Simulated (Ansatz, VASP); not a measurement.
## MnO in VASP and in Ansatz

Contents of INCAR:

```
SYSTEM = MnO
PREC = Accurate
ENCUT = 520
EDIFF = 1E-7
ISMEAR = 0
SIGMA = 0.1
LREAL = .False.
LASPH = .True.
NELM = 150
ALGO = Normal
ISIF = 2
LWAVE = .False.
LCHARG = .True.
ISPIN = 2
MAGMOM = 4 0
LORBIT = 11
LMAXMIX = 4
GGA = PE
LELF = .True.
LVHAR = .True.
NBANDS = 20
```

Contents of KPOINTS:

```
Automatic mesh
0
Gamma
  6 6 6
  0 0 0
```

POSCAR

```
MnO
1.0
    0.0000000000      2.2143692200      2.2143692200
    2.2143692200      0.0000000000      2.2143692200
    2.2143692200      2.2143692200      0.0000000000
Mn O
1 1
Direct
    0.2500000000      0.2500000000      0.2500000000
    0.5000000000      0.5000000000      0.5000000000
```

Input for Ansatz:

```yaml
crystal:
  lattice:
    - [0.0, 2.21436922, 2.21436922]
    - [2.21436922, 0.0, 2.21436922]
    - [2.21436922, 2.21436922, 0.0]
  atoms:
    - { symbol: Mn, position: [0.25, 0.25, 0.25], spin: 4.0 }
    - { symbol: O, position: [0.5, 0.5, 0.5] }
basis:
  ecutwfc: 420
kpoints:
  mp_grid: { grid: [6, 6, 6] }
hamiltonian:
  xc: pbe
scf:
  occupations: { method: gaussian, width: 0.1 }
  lower_state_search: "off"
output:
  forces: true
  stress: true
  eigenvalues: true
  populations: true
magnetization:
  spin_polarized: true
```

Alike in both runs: task single point; functional PBE; k mesh 6 × 6 × 6; occupations gaussian, width 0.1 eV; collinear spin.

|  | VASP | Ansatz |
| --- | --- | --- |
| version | VASP 6.6.1 | Ansatz 0.2.0 |
| potentials or method | VASP PAW PBE potentials, release 64 (Mn_pv, O), cutoff 520 eV | scalar-relativistic, plane waves, PAW |
| valence electrons in the cell | 19 | 21 |

|  | VASP | Ansatz | Ansatz less VASP |
| --- | --- | --- | --- |
| gap on the k mesh at the Fermi level (eV) | none | none | - |
| pressure (GPa) | 27.1 | 26.1 | -1.05 |
| net moment per atom (μB) | 2.00 | 2.00 | -0.001 |
| size of the moment on the site where the two differ most (μB) | 3.67 | 3.18 | -0.489 |

Site moments also hang on the region over which each program counts them. A gap of «none» marks a metal or a gap that the smearing closes. VASP's potentials hold 19 valence electrons a cell and Ansatz's 21, so a difference there can come from the potentials and not from the codes.

The k mesh is coarse, so the values compare programs but aren't converged.
